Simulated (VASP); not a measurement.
NaF, 2 atoms in the cell. It takes space group Imm2 (No. 44, orthorhombic). Conventional cell: a = 3.286 Å, b = 4.647 Å, c = 3.286 Å, α = 90.00°, β = 90.00°, γ = 90.00°. Within 2.8 Å of Na (site symmetry mm2) lie 6 F at 2.11 to 2.56 Å. F (site symmetry mm2) has 6 Na at 2.11 to 2.56 Å within 2.8 Å.  This cell differs from its parent crystal: atom 1 (Na) moved by (-0.225, -0.225) A along y and z.

| Item | Value |
| --- | --- |
| Program | VASP 6.6.1 |
| Task | single point |
| Functional | PBEsol |
| Potentials or basis | VASP PAW PBE potentials, release 64 (Na_pv, F) |
| Cutoff | 520 eV |
| k mesh | 8 × 8 × 8 |
| Occupations | gaussian, width 0.05 eV |
| Spin | no spin polarisation |
| Dipole correction | no |
| Further INCAR settings | ALGO = Normal; EDIFF = 1e-07; NBANDS = 14 |

Potentials or basis: VASP PAW PBE potentials, release 64 (Na_pv, F).

Launch:

```console
$ cat potpaw_PBE.64/Na_pv/POTCAR potpaw_PBE.64/F/POTCAR > POTCAR
$ mpirun -np 1 vasp_std > vasp.out
```

Hardware: 1 thread of Intel Xeon 8259CL, with other jobs on the host.

Q: How long does it take, and how much memory?

A: Run time: 34 s on 1 thread of Intel Xeon 8259CL (shared host), peak memory 0.15 GiB. Counts: scf iterations 14, k points 95.
